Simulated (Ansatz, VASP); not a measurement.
Two plane-wave programs on N

```xyz
2
Lattice="3.6590 0.0000 0.0000 -1.8295 3.1688 0.0000 0.0000 0.0000 5.9387" Properties=species:S:1:pos:R:3 pbc="T T T"
N     0.0000    2.1125    1.4847
N     1.8295    1.0563    4.4540
```

Change from the starting cell: volume scaled by 1.025, PAW files.

Alike in both runs: task electric field gradients; functional PBE; k mesh 10 × 10 × 5; occupations fermi-dirac, width 0.02 eV; no spin polarisation.

|  | VASP | Ansatz |
| --- | --- | --- |
| version | VASP 6.6.1 | Ansatz 0.2.0 |
| potentials or method | VASP PAW PBE potentials, release 64 (N) | PAW with Ansatz's default frozen-core files, scalar-relativistic |
| plane-wave cutoff (eV) | 520 | 420 |
| valence electrons in the cell | 10 | 10 |

```tsv
	VASP	Ansatz	Ansatz less VASP
pressure (GPa)	-6.9	-6.8	+0.05
size of Vzz on the site where it differs most (V/Å²)	0.4	0.4	+0.01
```
